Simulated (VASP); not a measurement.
Zn2GeO3: single point with PBE

Crystal: Zn2GeO3.

```
Zn Ge O
1.0
     5.48750    0.00000    0.00000
    -2.74375    4.75231    0.00000
     0.00000    0.00000    2.74172
Zn Ge O
2 1 3
Direct
  0.33333 0.66667 0.00000
  0.66667 0.33333 0.00000
  0.00000 0.00000 0.00000
  0.50000 0.00000 0.50000
  0.00000 0.50000 0.50000
  0.50000 0.50000 0.50000
```

The cell was built from a structure type or drawn by symmetry, and may not be a known phase.

| Property | Result |
| --- | --- |
| Program | VASP 6.6.1 |
| Task | single point |
| Functional | PBE |
| Potentials or basis | VASP PAW PBE potentials, release 64 (Zn, Ge_d, O) |
| Cutoff | 520 eV |
| k mesh | 12 × 12 × 12 |
| Occupations | gaussian, width 0.1 eV |
| Spin | no spin polarisation |

```json
{
 "Pressure": "0.7 GPa",
 "Band gap on the k mesh": "zero (bands 28 and 29 overlap by 0.18 eV)"
}
```

Stress tensor (GPa, compression positive):
```
0.56 0.00 0.00
0.00 0.56 0.00
0.00 0.00 0.88
```

Levels at points of the mesh, in eV from the Fermi level:
| k point | band 25 | band 26 | band 27 | band 28 | band 29 | band 30 | band 31 | band 32 |
| --- | --- | --- | --- | --- | --- | --- | --- | --- |
| (0.00, 0.00, 0.00) | -0.93 | -0.90 | 0.04 | 0.04 | 2.43 | 2.43 | 2.98 | 6.64 |
| (0.50, 0.00, 0.00) | -1.01 | -0.78 | -0.49 | -0.26 | 0.04 | 1.87 | 5.99 | 6.14 |
| (0.00, 0.00, 0.50) | -1.98 | -1.98 | -0.44 | 0.16 | 0.16 | 1.60 | 1.60 | 4.03 |
| (0.50, 0.00, 0.50) | -1.59 | -1.57 | -0.97 | -0.32 | 0.14 | 2.47 | 3.13 | 5.37 |

Wall time 6 min on 1 thread of AMD EPYC 7R43 64-Core Processor (Zen 3), on a shared host, peak memory 0.37 GiB.
